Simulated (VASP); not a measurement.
## HgTe: single point with PBEsol

The system is HgTe.

```
CELL_PARAMETERS angstrom
2.89868 -3.23979 0.00000
2.89868 3.23979 0.00000
0.00000 0.00000 5.26754
ATOMIC_POSITIONS crystal
Hg 0.62660 0.37340 0.25000
Hg 0.37340 0.62660 0.75000
Te 0.16376 0.83624 0.25000
Te 0.83624 0.16376 0.75000
```

```json
{
 "Program": "VASP 6.6.1",
 "Task": "single point",
 "Functional": "PBEsol",
 "Potentials or basis": "VASP PAW PBE potentials, release 64 (Hg, Te)",
 "Cutoff": "520 eV",
 "k mesh": "6 × 6 × 5",
 "Occupations": "fermi-dirac, width 0.05 eV",
 "Spin": "no spin polarisation",
 "Dipole correction": "no",
 "Further INCAR settings": "ALGO = Normal; EDIFF = 1e-07; NBANDS = 26"
}
```

* Pressure: 5.3 GPa
* Largest force: 0.026 eV/Å
* Band gap on the k mesh: zero (bands 18 and 19 overlap by 1.86 eV)

Forces in eV/Å, atoms in the order of the input:
```
Hg   0.000 -0.007  0.000
Hg   0.000  0.007  0.000
Te   0.000  0.026  0.000
Te   0.000 -0.026  0.000
```

Levels at points of the mesh, in eV from the Fermi level:
```tsv
k point	band 14	band 15	band 16	band 17	band 18	band 19	band 20	band 21	band 22	band 23
(0.00, 0.00, 0.00)	-3.88	-3.07	-2.76	-2.10	-0.45	0.37	0.48	4.34	4.42	4.89
(0.50, 0.00, 0.00)	-3.44	-2.67	-2.40	-1.56	0.01	1.21	1.49	2.99	4.36	4.67
(0.50, 0.50, 0.00)	-5.37	-2.81	-2.77	-2.18	-2.12	-1.32	-0.82	1.85	4.91	6.44
```

It took 57 s on 1 thread of Intel(R) Xeon(R) Platinum 8488C (Sapphire Rapids), on a shared host, peak memory 0.24 GiB.

Caveat: the cell stands under pressure; the PAW data sets were made with another functional, which shifts forces and pressure a little; spin-orbit coupling is left out, which moves the levels of the heavy elements.
